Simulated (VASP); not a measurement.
# AlH6 (P6/mmm) in VASP: further runs

Runs on AlH6. Level: PBE. Tasks: single point, relaxation of cell and atoms.

Program: VASP 6.6.1. These are calculated values, not measurements. Logs are shortened: lines on timing, memory, paths and dates and some standing lists are left out, and cuts for length are marked.

### 1 The cell of the first run

Symmetry: P6/mmm, No. 191, hexagonal system. The conventional cell has a = 5.877 Å, b = 5.877 Å, c = 2.689 Å, α = 90.00°, β = 90.00°, γ = 120.00°. Within 3.4 Å of Al (site symmetry 6/mmm) lie 12 H at 2.55 to 3.33 Å and 2 Al at 2.69 Å. Within 1.1 Å of H (site symmetry m2m) lie 1 H at 0.77 Å.

### 2 Single point, PBE

Contents of INCAR:

```
SYSTEM = AlH6
PREC = Accurate ; ENCUT = 520
EDIFF = 1E-7 ; ISMEAR = 0
SIGMA = 0.1 ; LREAL = .False.
LASPH = .True. ; NELM = 60
ALGO = Normal ; ISIF = 2
LWAVE = .False. ; LCHARG = .False.
GGA = PE ; NBANDS = 14
```

Contents of KPOINTS:

```
Automatic mesh
0
Gamma
  3 3 6
  0 0 0
```

Contents of POSCAR:

```
AlH6
1.0
    5.8771293607      0.0000000000      0.0000000000
   -2.9385646804      5.0897433277      0.0000000000
    0.0000000000      0.0000000000      2.6893436740
Al H
1 6
Direct
    0.0000000000      0.0000000000      0.5000000000
    0.5657777010      0.0000000000      0.5000000000
    0.0000000000      0.5657777010      0.5000000000
    0.4342222990      0.4342222990      0.5000000000
    0.4342222990      0.0000000000      0.5000000000
    0.0000000000      0.4342222990      0.5000000000
    0.5657777010      0.5657777010      0.5000000000
```

Potentials or basis: VASP PAW PBE potentials, release 64 (Al, H).

On the command line:

```bash
$ cat potpaw_PBE.64/Al/POTCAR potpaw_PBE.64/H/POTCAR > POTCAR
$ mpirun -np 1 vasp_std > vasp.out
```

OUTCAR:

```text
SYSTEM = AlH6
   PREC = Accurate
   ENCUT = 520
   EDIFF = 1E-7
   ISMEAR = 0
   LREAL = .False.
   LASPH = .True.
   NELM = 60
   ISIF = 2
   GGA = PE

 ion  position               nearest neighbor table
   1  0.000  0.000  0.500-
   2  0.566  0.000  0.500-   5 0.77
   3  0.000  0.566  0.500-   6 0.77
   4  0.434  0.434  0.500-   7 0.77
   5  0.434  0.000  0.500-   2 0.77
   6  0.000  0.434  0.500-   3 0.77
   7  0.566  0.566  0.500-   4 0.77

  LATTYP: Found a hexagonal cell.
 ALAT       =     5.8771293607
 C/A-ratio  =     0.4575947727

  Lattice vectors:

 A1 = (   5.8771293607,   0.0000000000,   0.0000000000)
 A2 = (  -2.9385646804,   5.0897433277,   0.0000000000)
 A3 = (   0.0000000000,   0.0000000000,   2.6893436740)

Analysis of symmetry for initial positions (statically):
=====================================================================
 Subroutine PRICEL returns:
 Original cell was already a primitive cell.

 Routine SETGRP: Setting up the symmetry group for a
 hexagonal supercell.

 Subroutine GETGRP returns: Found 24 space group operations
 (whereof 24 operations were pure point group operations)
 out of a pool of 24 trial point group operations.

The static configuration has the point symmetry D_6h.

Analysis of symmetry for dynamics (positions and initial velocities):
=====================================================================
 Subroutine PRICEL returns:
 Original cell was already a primitive cell.

 Routine SETGRP: Setting up the symmetry group for a
 hexagonal supercell.

 Subroutine GETGRP returns: Found 24 space group operations
 (whereof 24 operations were pure point group operations)
 out of a pool of 24 trial point group operations.

The dynamic configuration has the point symmetry D_6h.

 Subroutine INISYM returns: Found 24 space group operations
 (whereof 24 operations are pure point group operations),
 and found     1 'primitive' translations

----------------------------------------------------------------------------------------

                                     Primitive cell

  volume of cell :      80.4466

  direct lattice vectors                    reciprocal lattice vectors
     5.877129361  0.000000000  0.000000000     0.170151096  0.098236781  0.000000000
    -2.938564680  5.089743328  0.000000000     0.000000000  0.196473562  0.000000000
     0.000000000  0.000000000  2.689343674     0.000000000  0.000000000  0.371837936

  length of vectors
     5.877129361  5.877129361  2.689343674     0.196473562  0.196473562  0.371837936

  position of ions in fractional coordinates (direct lattice)
     0.000000000  0.000000000  0.500000000
     0.565777701  0.000000000  0.500000000
     0.000000000  0.565777701  0.500000000
     0.434222299  0.434222299  0.500000000
     0.434222299  0.000000000  0.500000000
     0.000000000  0.434222299  0.500000000
     0.565777701  0.565777701  0.500000000

  ion indices of the primitive-cell ions
   primitive index   ion index
                 1           1
                 2           2
                 3           3
                 4           4
                 5           5
                 6           6
                 7           7

----------------------------------------------------------------------------------------

 KPOINTS: Automatic mesh

Automatic generation of k-mesh.
 Grid dimensions read from file:
 generate k-points for:    3    3    6

 Generating k-lattice:

  Cartesian coordinates                     Fractional coordinates (reciprocal lattice)
     0.056717032  0.032745594  0.000000000     0.333333333  0.000000000  0.000000000
     0.000000000  0.065491187  0.000000000     0.000000000  0.333333333  0.000000000
     0.000000000  0.000000000  0.061972989     0.000000000  0.000000000  0.166666667

  Length of vectors
     0.065491187  0.065491187  0.061972989

  Shift w.r.t. Gamma in fractional coordinates (k-lattice)
     0.000000000  0.000000000  0.000000000

 Subroutine IBZKPT returns following result:
 ===========================================

 Found     12 irreducible k-points:

 Following reciprocal coordinates:
            Coordinates               Weight
  0.000000  0.000000  0.000000      1.000000
  0.333333  0.000000  0.000000      6.000000
  0.333333  0.333333  0.000000      2.000000
  0.000000  0.000000  0.166667      2.000000
  0.333333  0.000000  0.166667     12.000000
  0.333333  0.333333  0.166667      4.000000
  0.000000  0.000000  0.333333      2.000000
  0.333333  0.000000  0.333333     12.000000
  0.333333  0.333333  0.333333      4.000000
  0.000000  0.000000  0.500000      1.000000
  0.333333  0.000000  0.500000      6.000000
  0.333333  0.333333  0.500000      2.000000
   k-points           NKPTS =     12   k-points in BZ     NKDIM =     12   number of bands    NBANDS=     14
   number of dos      NEDOS =    301   number of ions     NIONS =      7
   total plane-waves  NPLWV =  46080
   dimension x,y,z NGX =    48 NGY =   48 NGZ =   20
   dimension x,y,z NGXF=    96 NGYF=   96 NGZF=   40
   ions per type =               1   6
   NGX,Y,Z   is equivalent  to a cutoff of  13.58, 13.58, 12.36 a.u.
   NGXF,Y,Z  is equivalent  to a cutoff of  27.16, 27.16, 24.73 a.u.
 SYSTEM =  AlH6
   PREC   = accura    normal or accurate (medium, high low for compatibility)
   ISTART =      0    job   : 0-new  1-cont  2-samecut
   ICHARG =      2    charge: 1-file 2-atom 10-const
   ISPIN  =      1    spin polarized calculation?
   LNONCOLLINEAR =      F non collinear calculations
   LSORBIT =      F    spin-orbit coupling
   LASPH  =      T    aspherical Exc in radial PAW
   ENCUT  =  520.0 eV  38.22 Ry    6.18 a.u.  10.93 10.93  5.00*2*pi/ulx,y,z
   NELM   =     60;   NELMIN=  2; NELMDL= -5     # of ELM steps
   EDIFF  = 0.1E-06   stopping-criterion for ELM
   LREAL  =      F    real-space projection
   EDIFFG = 0.1E-05   stopping-criterion for IOM
   NSW    =      0    number of steps for IOM
   IBRION =     -1    ionic relax: 0-MD 1-quasi-New 2-CG
   NFREE  =      0    steps in history (QN), initial steepest desc. (CG)
   ISIF   =      2    stress and relaxation
   ISYM   =      2    0-nonsym 1-usesym 2-fastsym
   POTIM  = 0.5000    time-step for ionic-motion
   TEBEG  =    0.0;   TEEND  =   0.0 temperature during run
   PSTRESS=    0.0 pullay stress
   NELECT =       9.0000    total number of electrons
   NUPDOWN=      -1.0000    fix difference up-down
   EMIN   =  10.00;   EMAX   =-10.00  energy-range for DOS
   EFERMI =   0.00;   METHOD = LEGACY
   ISMEAR =     0;   SIGMA  =   0.10  broadening in eV -4-tet -1-fermi 0-gaus
   EFERMI_NEDOS =   21; number of points for ismear=-14 and -15
   IALGO  =     38    algorithm
   IMIX   =      4    mixing-type and parameters
     AMIX     =   0.40;   BMIX     =  1.00
     AMIX_MAG =   1.60;   BMIX_MAG =  1.00
  volume/ion in A,a.u.               =      11.49        77.55
  Fermi-wavevector in a.u.,A,eV,Ry     =   0.788836  1.490683  8.466384  0.622262
  Thomas-Fermi vector in A             =   1.893857
   LORBIT       =      0    0 simple, 1 ext, 2 COOP (PROOUT), +10 PAW based schemes
   GGA     = PE    functional components
   LHFCALC =     F    Hartree Fock is set to
   AEXX    =    0.0000 exact exchange contribution
   IVDW    =     0    specifies the selected vdW correction
   LEPSILON=     F    determine dielectric tensor
   LRPA    =     F    only Hartree local field effects (RPA)
 non-spin polarized calculation
 Gauss-broadening in eV      SIGMA  =   0.10
  energy-cutoff  :      520.00
  volume of cell :       80.45
 maximum number of plane-waves:      2190
 NGX is ok and might be reduce to    48
   NGX = 21   NGY = 21   NGZ = 11

 number of electron       8.9999996 magnetization

 Free energy of the ion-electron system (eV)
  ---------------------------------------------------
  ext. energy  EPLUGINS =         0.00000000
  ---------------------------------------------------
  free energy    TOTEN  =       -22.28248289 eV

  energy without entropy =      -22.27021980  energy(sigma->0) =      -22.27635134

 E-fermi :  -0.0603     XC(G=0):  -6.9100

 val. band max:       -0.0752225295   @ k =   0.3333   0.0000   0.1667
 cond. band min:       0.2482407866   @ k =   0.0000   0.0000   0.5000
 fundamental gap:      0.3234633162
 Fermi energy:        -0.0603430915

 k-point     1 :       0.0000    0.0000    0.0000
  band No.  band energies     occupation
      1      -9.0107      2.00000
      2      -6.8223      2.00000
      3      -6.8223      2.00000
      4      -4.6076      2.00000
      5      -1.2887      2.00000
      6      -1.2887      2.00000
      7       3.9778      0.00000
      8       8.1791      0.00000
      9       8.4567      0.00000
     10       8.4567      0.00000
     11       9.4451      0.00000
     12       9.4662      0.00000
     13       9.4662      0.00000
     14      10.7340      0.00000

 k-point     2 :       0.3333    0.0000    0.0000
  band No.  band energies     occupation
      1      -8.5469      2.00000
      2      -7.4243      2.00000
      3      -6.9152      2.00000
      4      -5.2757      2.00000
      5      -0.5561      2.00000
      6       0.6763      0.00000
      7       4.4186      0.00000
      8       4.6118      0.00000
      9       5.7883      0.00000
     10       8.0173      0.00000
     11       9.2306      0.00000
     12      10.0596      0.00000
     13      12.2111      0.00000
     14      12.9194      0.00000
[... 139 lines left out ...]
      1      -6.7899      2.00000
      2      -6.0161      2.00000
      3      -5.7037      2.00000
      4      -1.4776      2.00000
      5      -0.7180      2.00000
      6       2.7912      0.00000
      7       3.7254      0.00000
      8       4.2997      0.00000
      9       5.0315      0.00000
     10       6.3221      0.00000
     11       7.4212      0.00000
     12       8.2112      0.00000
     13       8.7361      0.00000
     14       9.2668      0.00000

 k-point    12 :       0.3333    0.3333    0.5000
  band No.  band energies     occupation
      1      -6.3736      2.00000
      2      -6.3736      2.00000
      3      -5.8152      2.00000
      4      -1.4215      2.00000
      5      -0.9805      2.00000
      6       3.8695      0.00000
      7       3.8695      0.00000
      8       4.0628      0.00000
      9       4.0628      0.00000
     10       7.7997      0.00000
     11       7.7997      0.00000
     12       8.1077      0.00000
     13       8.8216      0.00000
     14       8.8216      0.00000

------------------------ aborting loop because EDIFF is reached ----------------------------------------

  FORCE on cell =-STRESS in cart. coord.  units (eV):
  Direction    XX          YY          ZZ          XY          YZ          ZX
  --------------------------------------------------------------------------------------
  -------------------------------------------------------------------------------------
  Total       -0.1660309     -0.1660309     -0.0876784      0.0000000     -0.0000000      0.0000000
  in kB       -3.3066786     -3.3066786     -1.7462075      0.0000000     -0.0000000      0.0000000
  external PRESSURE =      -2.7865216 kB  Pullay stress =       0.0000000 kB

 VOLUME and BASIS-vectors are now :
 -----------------------------------------------------------------------------
  energy-cutoff  :      520.00
  volume of cell :       80.45
      direct lattice vectors                 reciprocal lattice vectors
     5.877129361  0.000000000  0.000000000     0.170151096  0.098236781  0.000000000
    -2.938564680  5.089743328  0.000000000     0.000000000  0.196473562  0.000000000
     0.000000000  0.000000000  2.689343674     0.000000000  0.000000000  0.371837936

 POSITION                                       TOTAL-FORCE (eV/Angst)
 -----------------------------------------------------------------------------------
      0.00000      0.00000      1.34467        -0.000000      0.000000      0.000000
      3.32515      0.00000      1.34467         0.013574      0.000000      0.000000
     -1.66257      2.87966      1.34467        -0.006787      0.011755     -0.000000
      1.27599      2.21008      1.34467        -0.006787     -0.011755      0.000000
      2.55198      0.00000      1.34467        -0.013574     -0.000000     -0.000000
     -1.27599      2.21008      1.34467         0.006787     -0.011755      0.000000
      1.66257      2.87966      1.34467         0.006787      0.011755     -0.000000
 -----------------------------------------------------------------------------------
    total drift:                                0.000000     -0.000000     -0.000000

  FREE ENERGIE OF THE ION-ELECTRON SYSTEM (eV)
  ---------------------------------------------------
  free  energy   TOTEN  =       -22.2824828914 eV

  energy  without entropy=      -22.2702197967  energy(sigma->0) =      -22.27635134
```

It took 9.8 s on 1 thread of AMD EPYC 9R45 (Zen 5), shared host; peak memory 0.16 GiB.

What came out:

* Free energy: -22.2825 eV
* Pressure: -0.3 GPa
* Largest force: 0.014 eV/Å

Forces in eV/Å, atoms in the order of the input:
```
Al   0.000  0.000  0.000
H    0.014  0.000  0.000
H   -0.007  0.012  0.000
H   -0.007 -0.012  0.000
H   -0.014  0.000  0.000
H    0.007 -0.012  0.000
H    0.007  0.012  0.000
```

Levels at points of the mesh, in eV from the Fermi level:
```tsv
k point	band 1	band 2	band 3	band 4	band 5	band 6	band 7	band 8	band 9
(0.00, 0.00, 0.00)	-8.95	-6.76	-6.76	-4.55	-1.23	-1.23	4.04	8.24	8.52
(0.00, 0.00, 0.50)	-7.04	-5.60	-5.60	-1.52	0.31	2.18	2.18	5.24	5.58
```

Caveat: the k points lie up to 0.41 Å⁻¹ apart.

(Part 1 of 3 ends here.)
